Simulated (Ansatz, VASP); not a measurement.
# Two plane-wave programs on SiO2

File INCAR:

```
PREC     = Accurate       # precision mode
ENCUT    = 600            # plane-wave cutoff, eV
EDIFF    = 1E-6           # SCF threshold, eV
ISMEAR   = 0              # smearing method
SIGMA    = 0.02           # smearing width, eV
LREAL    = F              # projectors in reciprocal space
LASPH    = T              # aspherical terms in the spheres
NELM     = 60             # most SCF steps
ALGO     = Normal         # electronic algorithm
ISIF     = 3              # what is computed and relaxed
LWAVE    = F              # write WAVECAR
LCHARG   = F              # write CHGCAR
GGA      = PE             # functional
IVDW     = 12             # dispersion correction
IBRION   = 2              # ionic algorithm
NSW      = 100            # ionic steps
EDIFFG   = -0.01          # ionic threshold
```

Contents of KPOINTS:

```
Automatic mesh
0
Gamma
  12 12 4
```

POSCAR

```
SiO2
1.0
    2.6866943573      0.0000000000      0.0000000000
   -1.3433471787      2.3267455656      0.0000000000
    0.0000000000      0.0000000000      9.4439165858
Si O
2 4
Direct
    0.6666666667      0.3333333333      0.7582443504
    0.3333333333      0.6666666667      0.2417556496
    0.3333333333      0.6666666667      0.8551166730
    0.0000000000      0.0000000000      0.6612687563
    0.6666666667      0.3333333333      0.1448833270
    0.0000000000      0.0000000000      0.3387312437
```

Input for Ansatz:

```yaml
crystal:
  lattice:
    - [2.6866943573, 0.0, 0.0]
    - [-1.3433471787, 2.3267455656, 0.0]
    - [0.0, 0.0, 9.4439165858]
  atoms:
    - { symbol: Si, position: [0.6666666667, 0.3333333333, 0.7582443504] }
    - { symbol: Si, position: [0.3333333333, 0.6666666667, 0.2417556496] }
    - { symbol: O, position: [0.3333333333, 0.6666666667, 0.855116673] }
    - { symbol: O, position: [0.0, 0.0, 0.6612687563] }
    - { symbol: O, position: [0.6666666667, 0.3333333333, 0.144883327] }
    - { symbol: O, position: [0.0, 0.0, 0.3387312437] }
basis:
  ecutwfc: 420
kpoints:
  mp_grid: { grid: [12, 12, 4] }
hamiltonian:
  xc: pbe
  dispersion: d3bj
scf:
  occupations: { method: gaussian, width: 0.02 }
output:
  forces: true
  stress: true
  eigenvalues: true
  write_density: true
  write_potential: true
  elf: true
  volumetric_format: npy
relax:
  adjacent_minimum: "off"
  f_tol: 0.01
  max_steps: 80
  cell: { stress_tol: 0.05 }
```

Alike in both runs: task relaxation of cell and atoms; functional PBE; dispersion D3(BJ); k mesh 12 × 12 × 4; occupations gaussian, width 0.02 eV; no spin polarisation.

```csv
,VASP,Ansatz
version,VASP 6.6.1,Ansatz 0.2.0
potentials or method,"VASP PAW PBE potentials, release 64 (Si, O), cutoff 600 eV","scalar-relativistic, plane waves, PAW"
valence electrons in the cell,32,32
```

|  | VASP | Ansatz | Ansatz less VASP |
| --- | --- | --- | --- |
| gap on the k mesh at the Fermi level, each at its own relaxed structure (eV) | 6.10 | 6.20 | +0.094 |
| relaxed volume (Å³/atom) | 9.77 | 9.88 | +0.111 |
| relaxed cell length with the largest relative difference (Å) | 9.356 | 9.484 | +0.1277 |
